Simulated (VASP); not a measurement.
Here is a VASP 6.6.1 calculation.

Contents of INCAR:

```
PREC = Accurate ; ENCUT = 520
EDIFF = 1E-6 ; ISMEAR = -1
SIGMA = 0.08 ; LREAL = False
LASPH = True ; NELM = 80
ALGO = Normal ; ISIF = 2
LWAVE = False ; LCHARG = False
GGA = CA ; NBANDS = 13
```

File KPOINTS:

```
Automatic mesh
0
Gamma
  16 16 16
```

Contents of POSCAR:

```
Sn
1.0
   -1.6417507924      1.6417507924      1.6417507924
    1.6417507924     -1.6417507924      1.6417507924
    1.6417507924      1.6417507924     -1.6417507924
Sn
1
Direct
    0.0000000000      0.0000000000      0.0000000000
```

Potentials or basis: VASP PAW LDA potentials, release 64 (Sn_d).

Run with:

```console
$ cat potpaw_LDA.64/Sn_d/POTCAR > POTCAR
$ mpirun -np 1 vasp_std > vasp.out
```

Estimate the pressure.

52.4 GPa.

Predict the band gap on the k mesh.

zero (bands 7 and 8 overlap by 16.65 eV).

Caveat: the cell stands under pressure; spin-orbit coupling is left out, which moves the levels of the heavy elements.
